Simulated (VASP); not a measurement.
C: single point with PBEsol+D4

C:

```
C
1.0
     0.00000    1.77285    1.77285
     1.77285    0.00000    1.77285
     1.77285    1.77285    0.00000
C
2
Direct
  0.75000 0.75000 0.75000
  0.50000 0.50000 0.50000
```

| Quantity | Value |
| --- | --- |
| Program | VASP 6.6.1 |
| Task | single point |
| Functional | PBEsol |
| Dispersion | D4 |
| Potentials or basis | VASP PAW PBE potentials, release 64 (C_h) |
| Cutoff | 1300 eV |
| k mesh | 13 × 13 × 13 |
| Occupations | fermi-dirac, width 0.05 eV |
| Spin | no spin polarisation |
| Dipole correction | no |
| Further INCAR settings | ALGO = Normal; EDIFF = 1e-06; NBANDS = 11 |

```yaml
Pressure: 0.1 GPa
Band_gap_on_the_k_mesh: 4.06 eV (least direct gap 5.59 eV)
Dispersion_energy_per_atom: -0.121 eV
```

Levels at points of the mesh, in eV from the valence-band top:
| k point | band 1 | band 2 | band 3 | band 4 | band 5 | band 6 | band 7 | band 8 |
| --- | --- | --- | --- | --- | --- | --- | --- | --- |
| (0.00, 0.00, 0.00) | -21.76 | 0.00 | 0.00 | 0.00 | 5.59 | 5.59 | 5.59 | 13.78 |

Run time: 36 s on 1 thread of Intel(R) Xeon(R) Platinum 8488C (Sapphire Rapids) (shared host), peak memory 0.18 GiB.

Caveat: the PAW data sets were made with another functional, which shifts forces and pressure a little; an odd mesh through Γ misses points on the zone boundary, where band edges can lie. A hybrid or GW would open this gap; PBEsol tends to underestimate it.
